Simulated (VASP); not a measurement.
# LiF in VASP: notebook

LiF is run at these levels: PBE; tasks: single point.

Program: VASP 6.6.1. These are calculated values, not measurements. Logs are shortened: lines on timing, memory, paths and dates and some standing lists are left out, and cuts for length are marked.

### 1 The cell of the first run

The cell holds a wire or tube with vacuum around it, 2 atoms: a = 9.000 Å, b = 9.300 Å, c = 3.660 Å, α = 90.00°, β = 90.00°, γ = 90.00°.

### 2 Single point, PBE, collinear spin

The input, INCAR:

```
  ALGO = Normal
  EDIFF = 1E-7
  ENCUT = 520
  GGA = PE
  ISIF = 2
  ISMEAR = 0
  ISPIN = 2
  LASPH = True
  LCHARG = True
  LELF = True
  LORBIT = 11
  LREAL = False
  LVHAR = True
  LWAVE = False
  MAGMOM = 0.5 0.5
  NBANDS = 16
  NELM = 150
  PREC = Accurate
  SIGMA = 0.05
```

The input, KPOINTS:

```
k-points
0
Gamma
  1 1 18
```

The input, POSCAR:

```
LiF
1.0
    9.0000000000      0.0000000000      0.0000000000
    0.0000000000      9.3000000000      0.0000000000
    0.0000000000      0.0000000000      3.6603610788
Li F
1 1
Direct
    0.5000000000      0.5000000000      0.0000000000
    0.5000000000      0.5000000000      0.4650000000
```

Potentials or basis: VASP PAW PBE potentials, release 64 (Li_sv, F).

Run with:

```sh
cat potpaw_PBE.64/Li_sv/POTCAR potpaw_PBE.64/F/POTCAR > POTCAR
mpirun -np 1 vasp_std > vasp.out
```

OUTCAR:

```text
EDIFF = 1E-7
   ENCUT = 520
   GGA = PE
   ISIF = 2
   ISMEAR = 0
   ISPIN = 2
   LASPH = True
   LORBIT = 11
   LREAL = False
   NELM = 150
   PREC = Accurate

 ion  position               nearest neighbor table
   1  0.500  0.500  0.000-   2 1.70   2 1.96
   2  0.500  0.500  0.465-   1 1.70   1 1.96

  LATTYP: Found a simple orthorhombic cell.
 ALAT       =     3.6603610788
 B/A-ratio  =     2.4587738221
 C/A-ratio  =     2.5407329495

  Lattice vectors:

 A1 = (   0.0000000000,   0.0000000000,   3.6603610788)
 A2 = (   9.0000000000,   0.0000000000,   0.0000000000)
 A3 = (   0.0000000000,   9.3000000000,   0.0000000000)

Analysis of symmetry for initial positions (statically):
=====================================================================
 Subroutine PRICEL returns:
 Original cell was already a primitive cell.

 Routine SETGRP: Setting up the symmetry group for a
 simple orthorhombic supercell.

 Subroutine GETGRP returns: Found  4 space group operations
 (whereof  4 operations were pure point group operations)
 out of a pool of  8 trial point group operations.

The static configuration has the point symmetry C_2v.

Analysis of symmetry for dynamics (positions and initial velocities):
=====================================================================
 Subroutine PRICEL returns:
 Original cell was already a primitive cell.

 Routine SETGRP: Setting up the symmetry group for a
 simple orthorhombic supercell.

 Subroutine GETGRP returns: Found  4 space group operations
 (whereof  4 operations were pure point group operations)
 out of a pool of  8 trial point group operations.

The dynamic configuration has the point symmetry C_2v.

Analysis of structural, dynamic, and magnetic symmetry:
=====================================================================
 Subroutine PRICEL returns:
 Original cell was already a primitive cell.

 Routine SETGRP: Setting up the symmetry group for a
 simple orthorhombic supercell.

 Subroutine GETGRP returns: Found  4 space group operations
 (whereof  4 operations were pure point group operations)
 out of a pool of  8 trial point group operations.

The overall configuration has the point symmetry C_2v.

 Subroutine INISYM returns: Found  4 space group operations
 (whereof  4 operations are pure point group operations),
 and found     1 'primitive' translations

----------------------------------------------------------------------------------------

[... 106 lines left out ...]
   LEPSILON=     F    determine dielectric tensor
   LRPA    =     F    only Hartree local field effects (RPA)
 spin polarized calculation
 Gauss-broadening in eV      SIGMA  =   0.05
  energy-cutoff  :      520.00
  volume of cell :      306.37
 maximum number of plane-waves:      8262
 NGX is ok and might be reduce to    70
   NGX = 33   NGY = 35   NGZ = 13

 number of electron      10.0000000 magnetization       1.0000000

 number of electron       9.9999990 magnetization       0.0000218

 number of electron       9.9999990 magnetization      -0.0000052

 Free energy of the ion-electron system (eV)
  ---------------------------------------------------
  ext. energy  EPLUGINS =         0.00000000
  ---------------------------------------------------
  free energy    TOTEN  =        -8.70001810 eV

  energy without entropy =       -8.70001810  energy(sigma->0) =       -8.70001810

 E-fermi :  -6.6626     XC(G=0):  -1.3698

 val. band max:       -6.9744677942   @ k =   0.0000   0.0000   0.5000
 cond. band min:      -0.7834652365   @ k =   0.0000   0.0000   0.0000
 fundamental gap:      6.1910025577
 Fermi energy:        -6.6625626366

 spin component 1

 k-point     1 :       0.0000    0.0000    0.0000
  band No.  band energies     occupation
      1     -49.1034      1.00000
      2     -25.5970      1.00000
      3      -7.9934      1.00000
      4      -7.1317      1.00000
      5      -7.1316      1.00000
      6      -0.7756      0.00000
[... 166 lines left out ...]
      2     -25.6756      1.00000
      3      -7.6536      1.00000
      4      -6.9745      1.00000
      5      -6.9745      1.00000
      6       1.9152      0.00000
[... 8 lines left out ...]
     15       4.5143      0.00000
     16       5.4632      0.00000
 Fermi energy:        -6.6625626366

 spin component 2

 k-point     1 :       0.0000    0.0000    0.0000
  band No.  band energies     occupation
      1     -49.1034      1.00000
      2     -25.5970      1.00000
      3      -7.9934      1.00000
      4      -7.1317      1.00000
      5      -7.1316      1.00000
      6      -0.7835      0.00000
[... 167 lines left out ...]
      3      -7.6536      1.00000
      4      -6.9745      1.00000
      5      -6.9745      1.00000
      6       1.9090      0.00000
[... 8 lines left out ...]
     15       4.4629      0.00000
     16       5.4123      0.00000

------------------------ aborting loop because EDIFF is reached ----------------------------------------

  FORCE on cell =-STRESS in cart. coord.  units (eV):
  Direction    XX          YY          ZZ          XY          YZ          ZX
  --------------------------------------------------------------------------------------
  -------------------------------------------------------------------------------------
  Total       -0.0501254     -0.0510776     -2.3047455      0.0000000      0.0000000      0.0000000
  in kB       -0.2621313     -0.2671111    -12.0526950      0.0000000      0.0000000      0.0000000
  external PRESSURE =      -4.1939792 kB  Pullay stress =       0.0000000 kB

 VOLUME and BASIS-vectors are now :
 -----------------------------------------------------------------------------
  energy-cutoff  :      520.00
  volume of cell :      306.37
      direct lattice vectors                 reciprocal lattice vectors
     9.000000000  0.000000000  0.000000000     0.111111111  0.000000000  0.000000000
     0.000000000  9.300000000  0.000000000     0.000000000  0.107526882  0.000000000
     0.000000000  0.000000000  3.660361079     0.000000000  0.000000000  0.273197091

 POSITION                                       TOTAL-FORCE (eV/Angst)
 -----------------------------------------------------------------------------------
      4.50000      4.65000      0.00000         0.000000      0.000000     -0.854288
      4.50000      4.65000      1.70207         0.000000      0.000000      0.854288
 -----------------------------------------------------------------------------------
    total drift:                                0.000000      0.000000      0.003734

  FREE ENERGIE OF THE ION-ELECTRON SYSTEM (eV)
  ---------------------------------------------------
  free  energy   TOTEN  =        -8.7000180953 eV

  energy  without entropy=       -8.7000180953  energy(sigma->0) =       -8.70001810

 total charge

# of ion       s       p       d       tot
------------------------------------------
    1        2.015   0.047   0.000   2.063
    2        1.728   4.365   0.000   6.093
--------------------------------------------------
tot          3.744   4.412   0.000   8.156

 magnetization (x)

# of ion       s       p       d       tot
------------------------------------------
    1       -0.000   0.000   0.000   0.000
    2       -0.000  -0.000   0.000  -0.000
--------------------------------------------------
tot         -0.000  -0.000   0.000  -0.000
```

OSZICAR:

```text
N       E                     dE             d eps       ncg     rms          rms(c)
DAV:   1     0.907122956989E+02    0.90712E+02   -0.33889E+03   688   0.387E+02
DAV:   2     0.502319920933E+01   -0.85689E+02   -0.75881E+02  1024   0.110E+02
[... 16 lines left out ...]
DAV:  19    -0.869989459562E+01   -0.78621E-04   -0.13166E-05   704   0.178E-02    0.260E-03
DAV:  20    -0.870000045055E+01   -0.10585E-03   -0.50681E-06   720   0.112E-02    0.154E-03
DAV:  21    -0.870000296511E+01   -0.25146E-05   -0.20760E-06   672   0.792E-03    0.866E-04
DAV:  22    -0.870001373176E+01   -0.10767E-04   -0.48843E-07   696   0.398E-03    0.876E-04
DAV:  23    -0.870001802197E+01   -0.42902E-05   -0.28764E-07   720   0.241E-03    0.190E-04
DAV:  24    -0.870001809526E+01   -0.73283E-07   -0.43332E-08   704   0.109E-03
   1 F= -.87000181E+01 E0= -.87000181E+01  d E =-.627310E-19  mag=     0.0000
```

It took 4.7 min on 1 thread of Oxide Virtual Turin-like, shared host; peak memory 0.45 GiB.

What came out:

- Free energy: -8.7000 eV
- Largest force: 0.854 eV/Å
- Band gap on the k mesh: 6.19 eV (least direct gap 6.35 eV)
- Net moment: 0.00 μB per cell
- Valence electrons inside the program's atomic spheres: Li 2.06; F 6.09

Forces on the atoms (eV/Å):
```
Li   0.000  0.000 -0.854
F    0.000  0.000  0.854
```

Levels at points of the mesh, in eV from the valence-band top:
Spin up:
```csv
k point,band 2,band 3,band 4,band 5,band 6,band 7,band 8,band 9
"(0.00, 0.00, 0.00)",-18.62,-1.02,-0.16,-0.16,6.20,7.86,7.94,8.38
"(0.00, 0.00, 0.50)",-18.70,-0.68,0.00,0.00,8.89,9.21,9.46,9.48
```
Spin down:
```tsv
k point	band 1	band 2	band 3	band 4	band 5	band 6	band 7	band 8	band 9	band 10
(0.00, 0.00, 0.00)	-42.13	-18.62	-1.02	-0.16	-0.16	6.19	7.86	7.93	8.35	8.49
(0.00, 0.00, 0.50)	-42.13	-18.70	-0.68	0.00	0.00	8.88	9.20	9.45	9.48	10.92
```

Caveat: the cutoff is under 1.25 times the usual one of these potentials, so pressure, stress and relaxed cells hold a basis-set (Pulay) error.

### 3 Single point, PBE, collinear spin

This run uses another cell than the first one.

The input, INCAR:

```
SYSTEM = LiF
ALGO     = Normal         ! electronic algorithm
EDIFF    = 1E-6           ! SCF threshold, eV
ENCUT    = 520            ! plane-wave cutoff, eV
GGA      = PE             ! functional
ISIF     = 2              ! what is computed and relaxed
ISMEAR   = 0              ! smearing method
ISPIN    = 2              ! spin polarisation
LASPH    = .TRUE.         ! aspherical terms in the spheres
LCHARG   = .TRUE.         ! write CHGCAR
LELF     = .TRUE.         ! ELF
LORBIT   = 11             ! projections on sites
LREAL    = .FALSE.        ! projectors in reciprocal space
LVHAR    = .TRUE.       
LWAVE    = .FALSE.        ! write WAVECAR
MAGMOM   = 0.5 0.5        ! initial moments
NBANDS   = 16             ! bands
NELM     = 150            ! most SCF steps
PREC     = Accurate       ! precision mode
SIGMA    = 0.05           ! smearing width, eV
```

The input, KPOINTS:

```
k-points
0
G
  1 1 33
  0 0 0
```

The input, POSCAR:

```
LiF
1.0
   10.6000000000      0.0000000000      0.0000000000
    0.0000000000      9.3000000000      0.0000000000
    0.0000000000      0.0000000000      1.9399913717
Li F
1 1
Direct
    0.4223036563      0.5000000000      0.0000000000
    0.5776963437      0.5000000000      0.5000000000
```

Potentials or basis: VASP PAW PBE potentials, release 64 (Li_sv, F).

Run with:

```sh
cat potpaw_PBE.64/Li_sv/POTCAR potpaw_PBE.64/F/POTCAR > POTCAR
mpirun -np 1 vasp_std > vasp.out
```

Run time: 3.7 min. Hardware: 1 thread of Oxide Virtual Turin-like, shared host; peak memory 0.32 GiB.

It converged, with:

```
Free energy                                           : -5.0140 eV
Largest force                                         : 2.050 eV/Å
Net moment                                            : 0.30 μB per cell
Site moments                                          : Li +0.04; F -0.03 μB
Valence electrons inside the program's atomic spheres : Li 2.10; F 6.00
```

Forces on the atoms (eV/Å):
```
Li   2.050  0.000  0.000
F   -2.050  0.000  0.000
```

Levels at points of the mesh, in eV from the Fermi level:
Spin up:
```csv
k point,band 2,band 3,band 4,band 5,band 6,band 7,band 8,band 9
"(0.00, 0.00, 0.00)",-23.35,-4.88,-4.40,-1.01,0.64,1.57,3.62,4.05
```
Spin down:
```
           k point  band 1  band 2  band 3  band 4  band 5  band 6  band 7  band 8  band 9  band 10
(0.00, 0.00, 0.00)  -48.08  -23.41   -4.90   -4.42    0.48    0.50    2.32    4.26    5.02     5.64
```

Caveat: the cutoff is under 1.25 times the usual one of these potentials, so pressure, stress and relaxed cells hold a basis-set (Pulay) error; a moment this small can come from the mesh or the smearing.

### 4 Single point, PBE, collinear spin

This run uses another cell than the first one.

The input, INCAR:

```
SYSTEM = LiF
PREC = Accurate ; ENCUT = 520
EDIFF = 1E-6 ; ISMEAR = 0
SIGMA = 0.05 ; LREAL = .False.
LASPH = .True. ; NELM = 150
ALGO = Normal ; ISIF = 2
LWAVE = .False. ; LCHARG = .False.
ISPIN = 2 ; MAGMOM = 0.5 0.5
LORBIT = 11 ; GGA = PE
NBANDS = 16
```

The input, KPOINTS:

```
regular mesh
0
Gamma
  1 1 20
  0 0 0
```

The input, POSCAR:

```
LiF
1.0
    9.8000000000      0.0000000000      0.0000000000
    0.0000000000      9.3000000000      0.0000000000
    0.0000000000      0.0000000000      3.2943249709
Li F
1 1
Direct
    0.4579805488      0.5000000000      0.0000000000
    0.5420194512      0.5000000000      0.5000000000
```

Run with:

```sh
cat potpaw_PBE.64/Li_sv/POTCAR potpaw_PBE.64/F/POTCAR > POTCAR
mpirun -np 1 vasp_std > vasp.out
```

Run time: 4.8 min. Hardware: 1 thread of Oxide Virtual Turin-like, shared host; peak memory 0.51 GiB.

It converged, with:

```
Free energy                                           : -8.4146 eV
Largest force                                         : 1.443 eV/Å
Band gap on the k mesh                                : 5.09 eV (least direct gap 5.33 eV)
Net moment                                            : 0.00 μB per cell
Valence electrons inside the program's atomic spheres : Li 2.06; F 6.08
```

Forces on the atoms (eV/Å):
```
Li   1.443  0.000  0.000
F   -1.443  0.000  0.000
```

Levels at points of the mesh, in eV from the valence-band top:
Spin up:
```csv
k point,band 3,band 4,band 5,band 6,band 7,band 8
"(0.00, 0.00, 0.00)",-0.51,-0.31,-0.25,5.09,7.03,7.19
"(0.00, 0.00, 0.50)",-0.84,-0.33,0.00,8.17,8.50,9.38
```
Spin down:
```csv
k point,band 1,band 2,band 3,band 4,band 5,band 6,band 7,band 8,band 9,band 10
"(0.00, 0.00, 0.00)",-42.77,-18.70,-0.51,-0.31,-0.25,5.09,7.03,7.21,7.71,8.10
"(0.00, 0.00, 0.50)",-42.77,-18.72,-0.84,-0.33,0.00,8.17,8.50,9.38,10.41,10.73
```

Caveat: the cutoff is under 1.25 times the usual one of these potentials, so pressure, stress and relaxed cells hold a basis-set (Pulay) error.

### 5 Overview

```tsv
cell	k mesh	gap on the mesh (eV)	moment (μB)	largest force (eV/Å)
a = 9.000, b = 9.300, c = 3.660 Å, 2 atoms, atomic positions A	1 × 1 × 18	6.19	0.00	0.85
a = 10.600, b = 9.300, c = 1.940 Å, 2 atoms, atomic positions B	1 × 1 × 33	none	0.30	2.05
a = 9.800, b = 9.300, c = 3.294 Å, 2 atoms, atomic positions C	1 × 1 × 20	5.09	0.00	1.44
```

Alike in all rows: task single point; level PBE; potentials or basis VASP PAW PBE potentials, release 64 (Li_sv, F); spin collinear; cutoff (eV) 520; smearing gaussian 0.05 eV.

Caveats: the cutoff is under 1.25 times the usual one of these potentials, so pressure, stress and relaxed cells hold a basis-set (Pulay) error; a moment this small can come from the mesh or the smearing (at least some runs).

Total energies depend on the potentials used, so only differences within one code and one set of settings carry meaning.

The gap in the log of VASP goes by the Fermi energy; the results here count the filled bands.